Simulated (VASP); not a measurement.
Set up this calculation in VASP 6.6.1, as the native input.

```
Task                   : single point
Functional             : PBEsol
Potentials or basis    : VASP PAW PBE potentials, release 64 (Al, N)
Cutoff                 : 600 eV
k mesh                 : 12 × 12 × 6
Occupations            : gaussian, width 0.05 eV
Spin                   : no spin polarisation
Dipole correction      : no
Further INCAR settings : ALGO = Normal; EDIFF = 1e-06; NBANDS = 16
```

The structure of AlN lies in POSCAR:

```
AlN
1.0
    3.1110021516      0.0000000000      0.0000000000
   -1.5555010758      2.6942068945      0.0000000000
    0.0000000000      0.0000000000      4.9780000000
Al N
2 2
Direct
    0.3333333333      0.6666666667      0.0000000000
    0.6666666667      0.3333333333      0.5000000000
    0.2776583218      0.5553166435      0.3850000000
    0.6666666667      0.3333333333      0.8850000000
```

This cell differs from its parent crystal: atom 3 (N) moved by (+0.000, -0.300) A along x and y.

These files were run (other wordings do the same):

INCAR

```
SYSTEM = AlN
PREC = Accurate
ENCUT = 600
EDIFF = 1E-6
ISMEAR = 0
SIGMA = 0.05
LREAL = .FALSE.
LASPH = .TRUE.
NELM = 120
ALGO = Normal
ISIF = 2
LWAVE = .FALSE.
LCHARG = .TRUE.
GGA = PS
LELF = .TRUE.
LVHAR = .TRUE.
NBANDS = 16
GGA_COMPAT = .FALSE.
```

KPOINTS

```
regular mesh
0
G
  12 12 6
  0 0 0
```

Potentials or basis: VASP PAW PBE potentials, release 64 (Al, N).

Launch:

```console
$ cat potpaw_PBE.64/Al/POTCAR potpaw_PBE.64/N/POTCAR > POTCAR
$ mpirun -np 1 vasp_std > vasp.out
```

It gave:

```json
{
  "Pressure": "4.9 GPa",
  "Largest force": "3.245 eV/Å",
  "Band gap on the k mesh": "3.67 eV"
}
```

Caveat: the cell differs from its parent crystal (atom 3 (N) moved by (+0.000, -0.300) A along x and y); the stress differs along the axes, from -5 to 19 GPa; the PAW data sets were made with another functional, which shifts forces and pressure a little.

Run time: 4.4 min on 1 thread of Oxide Virtual Turin-like Processor (shared host), peak memory 0.26 GiB.
